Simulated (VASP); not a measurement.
# K (P6/mmm) in VASP: further runs

Runs on K. Level: PBE. Tasks: single point, relaxation of cell and atoms.

Program: VASP 6.6.1. These are calculated values, not measurements. Logs are shortened: lines on timing, memory, paths and dates and some standing lists are left out, and cuts for length are marked.

## 1. The cell of the first run

Symmetry: P6/mmm, No. 191, hexagonal system. The conventional cell has a = 6.682 Å, b = 6.682 Å, c = 5.696 Å, α = 90.00°, β = 90.00°, γ = 120.00°. Within 5.1 Å of K (site symmetry -6m2) lie 9 K at 3.86 to 4.80 Å.

This isn't the form of K at room conditions, which is bcc.

## 2. Single point, PBE

INCAR

```
SYSTEM = K
  ALGO = Normal
  EDIFF = 1E-7
  ENCUT = 520
  GGA = PE
  ISIF = 2
  ISMEAR = 0
  LASPH = .TRUE.
  LCHARG = .FALSE.
  LREAL = .FALSE.
  LWAVE = .FALSE.
  NBANDS = 20
  NELM = 60
  PREC = Accurate
  SIGMA = 0.1
```

KPOINTS

```
k-points
0
G
  3 3 4
  0 0 0
```

POSCAR

```
K
1.0
    6.6820305539      0.0000000000      0.0000000000
   -3.3410152770      5.7868082085      0.0000000000
    0.0000000000      0.0000000000      5.6959133774
K
3
Direct
    0.3333333333      0.6666666667      0.5000000000
    0.0000000000      0.0000000000      0.0000000000
    0.6666666667      0.3333333333      0.5000000000
```

Potentials or basis: VASP PAW PBE potentials, release 64 (K_sv).

On the command line:

```
$ cat potpaw_PBE.64/K_sv/POTCAR > POTCAR
$ mpirun -np 1 vasp_std > vasp.out
```

OUTCAR:

```text
SYSTEM = K
   EDIFF = 1E-7
   ENCUT = 520
   GGA = PE
   ISIF = 2
   ISMEAR = 0
   LASPH = .TRUE.
   LREAL = .FALSE.
   NELM = 60
   PREC = Accurate

 ion  position               nearest neighbor table
   1  0.333  0.667  0.500-
   2  0.000  0.000  0.000-
   3  0.667  0.333  0.500-

  LATTYP: Found a hexagonal cell.
 ALAT       =     6.6820305539
 C/A-ratio  =     0.8524225281

  Lattice vectors:

 A1 = (   6.6820305539,   0.0000000000,   0.0000000000)
 A2 = (  -3.3410152770,   5.7868082085,   0.0000000000)
 A3 = (   0.0000000000,   0.0000000000,   5.6959133774)

Analysis of symmetry for initial positions (statically):
=====================================================================
 Subroutine PRICEL returns:
 Original cell was already a primitive cell.

 Routine SETGRP: Setting up the symmetry group for a
 hexagonal supercell.

 Subroutine GETGRP returns: Found 24 space group operations
 (whereof 24 operations were pure point group operations)
 out of a pool of 24 trial point group operations.

The static configuration has the point symmetry D_6h.

Analysis of symmetry for dynamics (positions and initial velocities):
=====================================================================
 Subroutine PRICEL returns:
 Original cell was already a primitive cell.

 Routine SETGRP: Setting up the symmetry group for a
 hexagonal supercell.

 Subroutine GETGRP returns: Found 24 space group operations
 (whereof 24 operations were pure point group operations)
 out of a pool of 24 trial point group operations.

The dynamic configuration has the point symmetry D_6h.

 Subroutine INISYM returns: Found 24 space group operations
 (whereof 24 operations are pure point group operations),
 and found     1 'primitive' translations

----------------------------------------------------------------------------------------

                                     Primitive cell

  volume of cell :     220.2475

  direct lattice vectors                    reciprocal lattice vectors
     6.682030554  0.000000000  0.000000000     0.149655107  0.086403417  0.000000000
    -3.341015277  5.786808209  0.000000000     0.000000000  0.172806833  0.000000000
[... 65 lines left out ...]
   ISPIN  =      1    spin polarized calculation?
   LNONCOLLINEAR =      F non collinear calculations
   LSORBIT =      F    spin-orbit coupling
   LASPH  =      T    aspherical Exc in radial PAW
   ENCUT  =  520.0 eV  38.22 Ry    6.18 a.u.  12.42 12.42 10.59*2*pi/ulx,y,z
   NELM   =     60;   NELMIN=  2; NELMDL= -5     # of ELM steps
   EDIFF  = 0.1E-06   stopping-criterion for ELM
   LREAL  =      F    real-space projection
   EDIFFG = 0.1E-05   stopping-criterion for IOM
   NSW    =      0    number of steps for IOM
   IBRION =     -1    ionic relax: 0-MD 1-quasi-New 2-CG
   NFREE  =      0    steps in history (QN), initial steepest desc. (CG)
   ISIF   =      2    stress and relaxation
   ISYM   =      2    0-nonsym 1-usesym 2-fastsym
   POTIM  = 0.5000    time-step for ionic-motion
   TEBEG  =    0.0;   TEEND  =   0.0 temperature during run
   PSTRESS=    0.0 pullay stress
   NELECT =      27.0000    total number of electrons
   NUPDOWN=      -1.0000    fix difference up-down
   EMIN   =  10.00;   EMAX   =-10.00  energy-range for DOS
   EFERMI =   0.00;   METHOD = LEGACY
   ISMEAR =     0;   SIGMA  =   0.10  broadening in eV -4-tet -1-fermi 0-gaus
   EFERMI_NEDOS =   21; number of points for ismear=-14 and -15
   IALGO  =     38    algorithm
   IMIX   =      4    mixing-type and parameters
     AMIX     =   0.40;   BMIX     =  1.00
     AMIX_MAG =   1.60;   BMIX_MAG =  1.00
  volume/ion in A,a.u.               =      73.42       495.43
  Fermi-wavevector in a.u.,A,eV,Ry     =   0.813253  1.536826  8.998632  0.661381
  Thomas-Fermi vector in A             =   1.922945
   LORBIT       =      0    0 simple, 1 ext, 2 COOP (PROOUT), +10 PAW based schemes
   GGA     = PE    functional components
   LHFCALC =     F    Hartree Fock is set to
   AEXX    =    0.0000 exact exchange contribution
   IVDW    =     0    specifies the selected vdW correction
   LEPSILON=     F    determine dielectric tensor
   LRPA    =     F    only Hartree local field effects (RPA)
 non-spin polarized calculation
 Gauss-broadening in eV      SIGMA  =   0.10
  energy-cutoff  :      520.00
  volume of cell :      220.25
 maximum number of plane-waves:      5974
 NGX is ok and might be reduce to    50
   NGX = 25   NGY = 25   NGZ = 21

 number of electron      27.0000003 magnetization

 Free energy of the ion-electron system (eV)
  ---------------------------------------------------
  ext. energy  EPLUGINS =         0.00000000
  ---------------------------------------------------
  free energy    TOTEN  =        -2.84838468 eV

  energy without entropy =       -2.83858892  energy(sigma->0) =       -2.84348680

 E-fermi :  -0.2073     XC(G=0):  -5.6428

 val. band max:       -0.3447623841   @ k =   0.3333   0.3333   0.2500
 cond. band min:      -0.1519777001   @ k =   0.3333   0.0000   0.0000
 fundamental gap:      0.1927846840
 Fermi energy:        -0.2072936677

 k-point     1 :       0.0000    0.0000    0.0000
  band No.  band energies     occupation
      1     -32.4546      2.00000
      2     -32.4299      2.00000
      3     -32.1802      2.00000
      4     -16.0223      2.00000
      5     -16.0223      2.00000
      6     -15.9119      2.00000
[... 196 lines left out ...]
     19       3.0228      0.00000
     20       3.4699      0.00000

------------------------ aborting loop because EDIFF is reached ----------------------------------------

  FORCE on cell =-STRESS in cart. coord.  units (eV):
  Direction    XX          YY          ZZ          XY          YZ          ZX
  --------------------------------------------------------------------------------------
  -------------------------------------------------------------------------------------
  Total        0.8824744      0.8824744     -0.6931652     -0.0000000      0.0000000      0.0000000
  in kB        6.4195082      6.4195082     -5.0423895     -0.0000000      0.0000000      0.0000000
  external PRESSURE =       2.5988756 kB  Pullay stress =       0.0000000 kB

 VOLUME and BASIS-vectors are now :
 -----------------------------------------------------------------------------
  energy-cutoff  :      520.00
  volume of cell :      220.25
      direct lattice vectors                 reciprocal lattice vectors
     6.682030554  0.000000000  0.000000000     0.149655107  0.086403417  0.000000000
    -3.341015277  5.786808209  0.000000000     0.000000000  0.172806833  0.000000000
     0.000000000  0.000000000  5.695913377     0.000000000  0.000000000  0.175564468

 POSITION                                       TOTAL-FORCE (eV/Angst)
 -----------------------------------------------------------------------------------
     -0.00000      3.85787      2.84796        -0.000000     -0.000000      0.000000
      0.00000      0.00000      0.00000        -0.000000      0.000000      0.000000
      3.34102      1.92894      2.84796         0.000000      0.000000      0.000000
 -----------------------------------------------------------------------------------
    total drift:                                0.000000     -0.000000      0.000000

  FREE ENERGIE OF THE ION-ELECTRON SYSTEM (eV)
  ---------------------------------------------------
  free  energy   TOTEN  =        -2.8483846831 eV

  energy  without entropy=       -2.8385889232  energy(sigma->0) =       -2.84348680
```

OSZICAR:

```text
N       E                     dE             d eps       ncg     rms          rms(c)
DAV:   1     0.196794917074E+03    0.19679E+03   -0.10926E+04   360   0.106E+03
DAV:   2     0.117809861460E+02   -0.18501E+03   -0.18263E+03   408   0.303E+02
DAV:   3    -0.205296830363E+01   -0.13834E+02   -0.13648E+02   576   0.647E+01
DAV:   4    -0.283075492638E+01   -0.77779E+00   -0.77295E+00   532   0.129E+01
DAV:   5    -0.285109215138E+01   -0.20337E-01   -0.20335E-01   544   0.209E+00    0.351E+00
DAV:   6    -0.284890783772E+01    0.21843E-02   -0.96769E-03   536   0.588E-01    0.221E+00
DAV:   7    -0.284818202006E+01    0.72582E-03   -0.12722E-02   548   0.600E-01    0.140E-01
DAV:   8    -0.284835436466E+01   -0.17234E-03   -0.15846E-03   556   0.297E-01    0.545E-02
DAV:   9    -0.284838316491E+01   -0.28800E-04   -0.35787E-05   508   0.421E-02    0.250E-02
DAV:  10    -0.284838497274E+01   -0.18078E-05   -0.35555E-05   508   0.378E-02    0.405E-03
DAV:  11    -0.284838555160E+01   -0.57886E-06   -0.10881E-06   500   0.752E-03    0.290E-03
DAV:  12    -0.284838462333E+01    0.92827E-06   -0.19470E-07   400   0.278E-03    0.399E-04
DAV:  13    -0.284838468314E+01   -0.59812E-07   -0.11054E-08   300   0.825E-04
   1 F= -.28483847E+01 E0= -.28434868E+01  d E =-.979576E-02
```

It took 22 s on 1 thread of Intel Xeon 6975P-C (Granite Rapids), shared host; peak memory 0.3 GiB.

Results:

* Free energy: -2.8484 eV
* Pressure: 0.3 GPa
* Band gap on the k mesh: zero (an odd number of electrons rules out a gap without spin polarisation)

Stress tensor (GPa, compression positive):
```
 0.64  0.00  0.00
 0.00  0.64  0.00
 0.00  0.00 -0.50
```

Caveat: the k points lie up to 0.36 Å⁻¹ apart, too coarse for converged energies and pressures of a metal.

## 3. Single point, PBE

This run uses another cell than the first one, of 73.82 Å³/atom.

INCAR

```
SYSTEM = K
PREC = Accurate
ENCUT = 520
EDIFF = 1E-7
ISMEAR = 0
SIGMA = 0.1
LREAL = .False.
LASPH = .True.
NELM = 100
ALGO = Fast
ISIF = 2
LWAVE = .False.
LCHARG = .False.
GGA = PE
NBANDS = 20
```

KPOINTS

```
Automatic mesh
0
Gamma
  9 9 8
  0 0 0
```

POSCAR

```
K
1.0
    7.5046181052      0.0000000000      0.0000000000
   -3.7523090526      6.4991899248      0.0000000000
    0.0000000000      0.0000000000      4.5408193543
K
3
Direct
    0.3333333333      0.6666666667      0.5000000000
    0.0000000000      0.0000000000      0.0000000000
    0.6666666667      0.3333333333      0.5000000000
```

Potentials or basis: VASP PAW PBE potentials, release 64 (K_sv).

On the command line:

```
$ cat potpaw_PBE.64/K_sv/POTCAR > POTCAR
$ mpirun -np 1 vasp_std > vasp.out
```

Wall time 2.9 min (1 thread of Intel Xeon 6975P-C (Granite Rapids), shared host); peak memory 0.44 GiB.

It converged, with:

```
Free energy            : -3.1179 eV
Pressure               : 0.0 GPa
Band gap on the k mesh : zero (an odd number of electrons rules out a gap without spin polarisation)
```

Levels at points of the mesh, in eV from the Fermi level:
```tsv
k point	band 9	band 10	band 11	band 12	band 13	band 14	band 15	band 16	band 17	band 18
(0.00, 0.00, 0.00)	-15.64	-15.58	-15.58	-15.56	-2.17	1.15	1.15	1.16	1.16	1.46
(0.00, 0.00, 0.50)	-15.65	-15.61	-15.58	-15.58	-0.30	-0.17	1.78	1.78	1.87	1.87
```

[end of part 1 of 2]
